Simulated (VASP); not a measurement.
Set up this calculation in VASP 6.6.1, as the native input.

- Task: single point
- Functional: PBEsol
- Dispersion: D4
- Potentials or basis: VASP PAW PBE potentials, release 64 (W_sv, S)
- Cutoff: 520 eV
- k mesh: 9 × 9 × 9
- Occupations: fermi-dirac, width 0.05 eV
- Spin: no spin polarisation
- Dipole correction: no
- Further INCAR settings: ALGO = Normal; EDIFF = 1e-06; NBANDS = 17

The structure of WS lies in POSCAR:

```
WS
1.0
    2.9625320781      0.0000000000      0.0000000000
    0.0000000000      2.9625320781      0.0000000000
    0.0000000000      0.0000000000      2.9625320781
W S
1 1
Direct
    0.5000000000      0.5000000000      0.5000000000
    0.0000000000      0.0000000000      0.0000000000
```

The input as run:

INCAR

```
PREC = Accurate ; ENCUT = 520
EDIFF = 1E-6 ; ISMEAR = -1
SIGMA = 0.05 ; LREAL = F
LASPH = T ; NELM = 60
ALGO = Normal ; ISIF = 2
LWAVE = F ; LCHARG = F
GGA = PS ; IVDW = 13
NBANDS = 17
```

KPOINTS

```
regular mesh
0
Gamma
  9 9 9
```

Potentials or basis: VASP PAW PBE potentials, release 64 (W_sv, S).

Command:

```sh
$ cat potpaw_PBE.64/W_sv/POTCAR potpaw_PBE.64/S/POTCAR > POTCAR
$ mpirun -np 1 vasp_std > vasp.out
```

It gave:

| Item | Value |
| --- | --- |
| Pressure | 0.8 GPa |
| Band gap on the k mesh | zero (band 10 reaches 15.17 eV, above the bottom of band 11 at 12.49 eV) |
| Dispersion energy per atom | -0.381 eV |

Caveat: the PAW data sets were made with another functional, which shifts forces and pressure a little; spin-orbit coupling is left out, which moves the levels of the heavy elements; pairwise dispersion overbinds metals, which lowers pressure and volume.

Run time: 18 s on 1 thread of Intel Xeon 8259CL, on a shared host, peak memory 0.15 GiB.
